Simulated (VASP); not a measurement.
# In (Pm-3m) in VASP: a series of runs

In is run at these levels: LDA; tasks: relaxation of cell and atoms.

All numbers are computed with VASP 6.6.1; they aren't measurements. Logs are shortened: lines on timing, memory, paths and dates and some standing lists are left out, and cuts for length are marked.

## Step 1: The cell of the first run

Symmetry: Pm-3m, No. 221, cubic system. Conventional cell: a = 2.342 Å, b = 2.342 Å, c = 2.342 Å, α = 90.00°, β = 90.00°, γ = 90.00°. In (site symmetry m-3m) has 6 In at 2.34 Å within 3.1 Å.

This isn't the form of In at room conditions, which is tetragonal.

## Step 2: Relaxation of cell and atoms, LDA, target pressure 190 GPa, at which the enthalpy is minimised

The input, INCAR:

```
SYSTEM = In
PREC = Accurate
ENCUT = 600
EDIFF = 1E-7
ISMEAR = -1
SIGMA = 0.05
LREAL = .FALSE.
LASPH = .TRUE.
NELM = 100
ALGO = Normal
ISIF = 3
LWAVE = .FALSE.
LCHARG = .FALSE.
IBRION = 2
NSW = 60
EDIFFG = -0.005
PSTRESS = 1900.0
```

The input, KPOINTS:

```
regular mesh
0
G
  16 16 16
  0 0 0
```

The input, POSCAR:

```
In
1.0
    2.3422402292      0.0000000000      0.0000000000
    0.0000000000      2.3422402292      0.0000000000
    0.0000000000      0.0000000000      2.3422402292
In
1
Direct
    0.0000000000      0.0000000000      0.0000000000
```

Potentials or basis: VASP PAW LDA potentials, release 64 (In_d).

Command:

```bash
> cat potpaw_LDA.64/In_d/POTCAR > POTCAR
> mpirun -np 1 vasp_std > vasp.out
```

OUTCAR:

```text
SYSTEM = In
   PREC = Accurate
   ENCUT = 600
   EDIFF = 1E-7
   ISMEAR = -1
   LREAL = .FALSE.
   LASPH = .TRUE.
   NELM = 100
   ISIF = 3
   IBRION = 2
   NSW = 60
   EDIFFG = -0.005
   PSTRESS = 1900.0

 ion  position               nearest neighbor table
   1  0.000  0.000  0.000-

  LATTYP: Found a simple cubic cell.
 ALAT       =     2.3422402292

  Lattice vectors:

 A1 = (   2.3422402292,   0.0000000000,   0.0000000000)
 A2 = (   0.0000000000,   2.3422402292,   0.0000000000)
 A3 = (   0.0000000000,   0.0000000000,   2.3422402292)

Analysis of symmetry for initial positions (statically):
=====================================================================
 Subroutine PRICEL returns:
 Original cell was already a primitive cell.

 Routine SETGRP: Setting up the symmetry group for a
 simple cubic supercell.

 Subroutine GETGRP returns: Found 48 space group operations
 (whereof 48 operations were pure point group operations)
 out of a pool of 48 trial point group operations.

The static configuration has the point symmetry O_h .

Analysis of symmetry for dynamics (positions and initial velocities):
=====================================================================
 Subroutine PRICEL returns:
 Original cell was already a primitive cell.

 Routine SETGRP: Setting up the symmetry group for a
 simple cubic supercell.

 Subroutine GETGRP returns: Found 48 space group operations
 (whereof 48 operations were pure point group operations)
 out of a pool of 48 trial point group operations.

The dynamic configuration has the point symmetry O_h .

 Subroutine INISYM returns: Found 48 space group operations
 (whereof 48 operations are pure point group operations),
 and found     1 'primitive' translations

----------------------------------------------------------------------------------------

                                     Primitive cell

  volume of cell :      12.8497

  direct lattice vectors                    reciprocal lattice vectors
     2.342240229  0.000000000  0.000000000     0.426941689  0.000000000  0.000000000
     0.000000000  2.342240229  0.000000000     0.000000000  0.426941689  0.000000000
     0.000000000  0.000000000  2.342240229     0.000000000  0.000000000  0.426941689

  length of vectors
     2.342240229  2.342240229  2.342240229     0.426941689  0.426941689  0.426941689

  position of ions in fractional coordinates (direct lattice)
     0.000000000  0.000000000  0.000000000

  ion indices of the primitive-cell ions
   primitive index   ion index
                 1           1

----------------------------------------------------------------------------------------

 KPOINTS: regular mesh

Automatic generation of k-mesh.
 Grid dimensions read from file:
 generate k-points for:   16   16   16

 Generating k-lattice:

  Cartesian coordinates                     Fractional coordinates (reciprocal lattice)
     0.026683856  0.000000000  0.000000000     0.062500000  0.000000000  0.000000000
     0.000000000  0.026683856  0.000000000     0.000000000  0.062500000  0.000000000
     0.000000000  0.000000000  0.026683856     0.000000000  0.000000000  0.062500000

  Length of vectors
     0.026683856  0.026683856  0.026683856

  Shift w.r.t. Gamma in fractional coordinates (k-lattice)
     0.000000000  0.000000000  0.000000000

 Subroutine IBZKPT returns following result:
 ===========================================

 Found    165 irreducible k-points:

 Following reciprocal coordinates:
            Coordinates               Weight
  0.000000  0.000000  0.000000      1.000000
  0.062500  0.000000  0.000000      6.000000
  0.125000  0.000000  0.000000      6.000000
  0.187500  0.000000  0.000000      6.000000
  0.250000  0.000000  0.000000      6.000000
  0.312500  0.000000  0.000000      6.000000
[... 16 lines left out ...]
  0.437500  0.125000  0.000000     24.000000
  0.500000  0.125000  0.000000     12.000000
 [... further k-points ...]
   k-points           NKPTS =    165   k-points in BZ     NKDIM =    165   number of bands    NBANDS=     10
   number of dos      NEDOS =    301   number of ions     NIONS =      1
   total plane-waves  NPLWV =   8000
   dimension x,y,z NGX =    20 NGY =   20 NGZ =   20
   dimension x,y,z NGXF=    40 NGYF=   40 NGZF=   40
   ions per type =               1
   NGX,Y,Z   is equivalent  to a cutoff of  14.20, 14.20, 14.20 a.u.
   NGXF,Y,Z  is equivalent  to a cutoff of  28.39, 28.39, 28.39 a.u.
 SYSTEM =  In
   PREC   = accura    normal or accurate (medium, high low for compatibility)
   ISTART =      0    job   : 0-new  1-cont  2-samecut
   ICHARG =      2    charge: 1-file 2-atom 10-const
   ISPIN  =      1    spin polarized calculation?
   LNONCOLLINEAR =      F non collinear calculations
   LSORBIT =      F    spin-orbit coupling
   LASPH  =      T    aspherical Exc in radial PAW
   ENCUT  =  600.0 eV  44.10 Ry    6.64 a.u.   4.68  4.68  4.68*2*pi/ulx,y,z
   NELM   =    100;   NELMIN=  2; NELMDL= -5     # of ELM steps
   EDIFF  = 0.1E-06   stopping-criterion for ELM
   LREAL  =      F    real-space projection
   EDIFFG = -.5E-02   stopping-criterion for IOM
   NSW    =     60    number of steps for IOM
   IBRION =      2    ionic relax: 0-MD 1-quasi-New 2-CG
   NFREE  =      1    steps in history (QN), initial steepest desc. (CG)
   ISIF   =      3    stress and relaxation
   ISYM   =      2    0-nonsym 1-usesym 2-fastsym
   POTIM  = 0.5000    time-step for ionic-motion
   TEBEG  =    0.0;   TEEND  =   0.0 temperature during run
   PSTRESS= 1900.0 pullay stress
   NELECT =      13.0000    total number of electrons
   NUPDOWN=      -1.0000    fix difference up-down
   EMIN   =  10.00;   EMAX   =-10.00  energy-range for DOS
   EFERMI =   0.00;   METHOD = LEGACY
   ISMEAR =    -1;   SIGMA  =   0.05  broadening in eV -4-tet -1-fermi 0-gaus
   EFERMI_NEDOS =   21; number of points for ismear=-14 and -15
   IALGO  =     38    algorithm
   IMIX   =      4    mixing-type and parameters
     AMIX     =   0.40;   BMIX     =  1.00
     AMIX_MAG =   1.60;   BMIX_MAG =  1.00
  volume/ion in A,a.u.               =      12.85        86.71
  Fermi-wavevector in a.u.,A,eV,Ry     =   1.643455  3.105680 36.748584  2.700945
  Thomas-Fermi vector in A             =   2.733586
   LORBIT       =      0    0 simple, 1 ext, 2 COOP (PROOUT), +10 PAW based schemes
   GGA     = CA    functional components
   LHFCALC =     F    Hartree Fock is set to
   AEXX    =    0.0000 exact exchange contribution
   IVDW    =     0    specifies the selected vdW correction
   LEPSILON=     F    determine dielectric tensor
   LRPA    =     F    only Hartree local field effects (RPA)
 conjugate gradient relaxation of ions
 non-spin polarized calculation
  energy-cutoff  :      600.00
  volume of cell :       12.85
 maximum number of plane-waves:       449
 NGX is ok and might be reduce to    20
   NGX =  9   NGY =  9   NGZ =  9

--------------------------------------- Ionic step        1  -------------------------------------------

 number of electron      13.0000005 magnetization

 Free energy of the ion-electron system (eV)
  ---------------------------------------------------
  ext. energy  EPLUGINS =         0.00000000
  ---------------------------------------------------
  free energy    TOTEN  =         1.08561838 eV

  energy without entropy =        1.08776336  energy(sigma->0) =        1.08669087

------------------------ aborting loop because EDIFF is reached ----------------------------------------

  FORCE on cell =-STRESS in cart. coord.  units (eV):
  Direction    XX          YY          ZZ          XY          YZ          ZX
  --------------------------------------------------------------------------------------
  -------------------------------------------------------------------------------------
  Total       16.6372983     16.6372983     16.6372983      0.0000000     -0.0000000      0.0000000
  in kB     2074.4314038   2074.4314038   2074.4314038      0.0000000     -0.0000000      0.0000000
  external PRESSURE =     174.4314038 kB  Pullay stress =    1900.0000000 kB
[... 96 lines left out ...]
  enthalpy is  TOTEN    =        16.3084582712 eV   P V=       15.6154937778

--------------------------------------- Ionic step        4  -------------------------------------------

 number of electron      13.0000004 magnetization

 Free energy of the ion-electron system (eV)
  ---------------------------------------------------
  ext. energy  EPLUGINS =         0.00000000
  ---------------------------------------------------
  free energy    TOTEN  =         0.72601692 eV

  energy without entropy =        0.72829200  energy(sigma->0) =        0.72715446

 E-fermi :  18.7258     XC(G=0): -14.1865

 val. band max:       18.6476000537   @ k =   0.3125   0.0625   0.0000
 cond. band min:      18.7665444948   @ k =   0.3125   0.0625   0.0625
 fundamental gap:      0.1189444411
 Fermi energy:        18.7258231526

 k-point     1 :       0.0000    0.0000    0.0000
  band No.  band energies     occupation
      1      -0.5563      2.00000
      2      -0.5563      2.00000
      3       2.4488      2.00000
      4       3.4774      2.00000
      5       3.4774      2.00000
      6       3.4774      2.00000
      7      29.4969      0.00000
      8      29.4969      0.00000
      9      29.4969      0.00000
     10      35.8212      0.00000
[... 287 lines left out ...]
 k-point    24 :       0.5000    0.1250    0.0000
  band No.  band energies     occupation
      1       0.0244      2.00000
      2       1.4991      2.00000
      3       1.7793      2.00000
      4       2.2523      2.00000
      5       3.4094      2.00000
      6      11.1259      2.00000
      7      12.8770      2.00000
      8      31.1840      0.00000
      9      33.3619      0.00000
     10      34.3410      0.00000

 [... further k-points ...]
[... 5 lines left out ...]
  --------------------------------------------------------------------------------------
  -------------------------------------------------------------------------------------
  Total       15.5814818     15.5814818     15.5814818     -0.0000000      0.0000000      0.0000000
  in kB     1899.9007408   1899.9007408   1899.9007408     -0.0000000      0.0000000      0.0000000
  external PRESSURE =      -0.0992592 kB  Pullay stress =    1900.0000000 kB
[... 16 lines left out ...]
  FREE ENERGIE OF THE ION-ELECTRON SYSTEM (eV)
  ---------------------------------------------------
  free  energy   TOTEN  =         0.7260169248 eV

  energy  without entropy=        0.7282920004  energy(sigma->0) =        0.72715446

  enthalpy is  TOTEN    =        16.3083127994 eV   P V=       15.5822958746

 reached required accuracy - stopping structural energy minimisation
```

It took 25 s on 1 thread of Intel Xeon 6975P-C (Granite Rapids), shared host; peak memory 0.14 GiB.

What came out:

```yaml
Free_energy: 0.7260 eV
Relaxed_volume: 13.14 Å³/atom
Relaxed_cell: a = 2.360 Å, b = 2.360 Å, c = 2.360 Å, α = 90.00°, β = 90.00°, γ = 90.00°
Space_group_after_relaxing_to_0.1_Å: Pm-3m (No. 221)
Energy_change_on_relaxing_the_run_minimises_the_enthalpy: -359.6 meV/atom
Ionic_steps: 4
Pressure_after_relaxing: 190.0 GPa
Band_gap_on_the_k_mesh: zero (an odd number of electrons rules out a gap without spin polarisation)
```

The path:
| step | energy change (eV) | largest force (eV/Å) | pressure (GPa) | volume (Å³) |
| --- | --- | --- | --- | --- |
| 1 | 0.0000 | 0.0000 | 207.44 | 12.85 |
| 2 | -2.4439 | 0.0000 | 91.04 | 15.63 |
| 3 | -0.3927 | 0.0000 | 188.37 | 13.17 |
| 4 | -0.3596 | 0.0000 | 189.99 | 13.14 |

Final structure:
```cif
data_structure
_symmetry_space_group_name_H-M 'P 1'
_symmetry_Int_Tables_number 1
_cell_length_a 2.3597
_cell_length_b 2.3597
_cell_length_c 2.3597
_cell_angle_alpha 90.000
_cell_angle_beta 90.000
_cell_angle_gamma 90.000
_cell_volume 13.14
loop_
_atom_site_label
_atom_site_type_symbol
_atom_site_fract_x
_atom_site_fract_y
_atom_site_fract_z
_atom_site_occupancy
In1 In 0.00000 0.00000 0.00000 1
```

Caveat: the cell is relaxed towards a set pressure, so the run minimises the enthalpy, not the energy; spin-orbit coupling is left out, which moves the levels of the heavy elements.

## Step 3: Relaxation of cell and atoms, LDA, target pressure 190 GPa, at which the enthalpy is minimised

This run uses another cell than the first one, of 13.09 Å³/atom.

The input, INCAR:

```
SYSTEM = In
  PREC = Accurate
  ENCUT = 600
  EDIFF = 1E-6
  ISMEAR = -1
  SIGMA = 0.05
  LREAL = .FALSE.
  LASPH = .TRUE.
  NELM = 60
  ALGO = Normal
  ISIF = 3
  LWAVE = .FALSE.
  LCHARG = .FALSE.
  GGA = CA
  IBRION = 2
  NSW = 32
  EDIFFG = -0.005
  PSTRESS = 1900.0
```

KPOINTS is that of step 2.

The input, POSCAR:

```
In
1.0
    2.3568907444      0.0000000000      0.0000000000
    0.0000000000      2.3568907444      0.0000000000
    0.0000000000      0.0000000000      2.3568907444
In
1
Direct
    0.0000000000      0.0000000000      0.0000000000
```

Potentials or basis: VASP PAW LDA potentials, release 64 (In_d).

Command:

```bash
> cat potpaw_LDA.64/In_d/POTCAR > POTCAR
> mpirun -np 1 vasp_std > vasp.out
```

Wall time 17 s (1 thread of Intel Xeon 6975P-C (Granite Rapids), shared host); peak memory 0.14 GiB.

Results (log left out):

```
Free energy                                                : 0.7268 eV
Relaxed volume                                             : 13.14 Å³/atom
Relaxed cell                                               : a = 2.360 Å, b = 2.360 Å, c = 2.360 Å, α = 90.00°, β = 90.00°, γ = 90.00°
Space group after relaxing (to 0.1 Å)                      : Pm-3m (No. 221)
Energy change on relaxing (the run minimises the enthalpy) : -55.7 meV/atom
Ionic steps                                                : 3
Pressure after relaxing                                    : 190.0 GPa
Band gap on the k mesh                                     : zero (an odd number of electrons rules out a gap without spin polarisation)
```

Step by step:
| step | energy change (eV) | largest force (eV/Å) | pressure (GPa) | volume (Å³) |
| --- | --- | --- | --- | --- |
| 1 | 0.0000 | 0.0000 | 192.64 | 13.09 |
| 2 | -0.4672 | 0.0000 | 170.13 | 13.51 |
| 3 | -0.0557 | 0.0000 | 190.02 | 13.14 |

Final structure:
```yaml
crystal:
  lattice:
    - [2.35969, 0.00000, 0.00000]
    - [0.00000, 2.35969, 0.00000]
    - [0.00000, 0.00000, 2.35969]
  atoms:
    - { symbol: In, position: [0.00000, 0.00000, 0.00000] }
```

Levels at points of the mesh, in eV from the Fermi level:
```tsv
k point	band 4	band 5	band 6	band 7	band 8	band 9	band 10
(0.00, 0.00, 0.00)	-15.25	-15.25	-15.25	10.77	10.77	10.77	17.10
(0.50, 0.00, 0.00)	-16.50	-15.13	-8.34	-6.06	13.38	16.36	17.55
(0.50, 0.50, 0.00)	-16.30	-14.21	-2.56	-2.56	2.87	4.56	18.77
(0.50, 0.50, 0.50)	-14.13	-14.13	3.65	3.65	3.65	5.57	10.66
```

Caveat: the cell is relaxed towards a set pressure, so the run minimises the enthalpy, not the energy; spin-orbit coupling is left out, which moves the levels of the heavy elements.
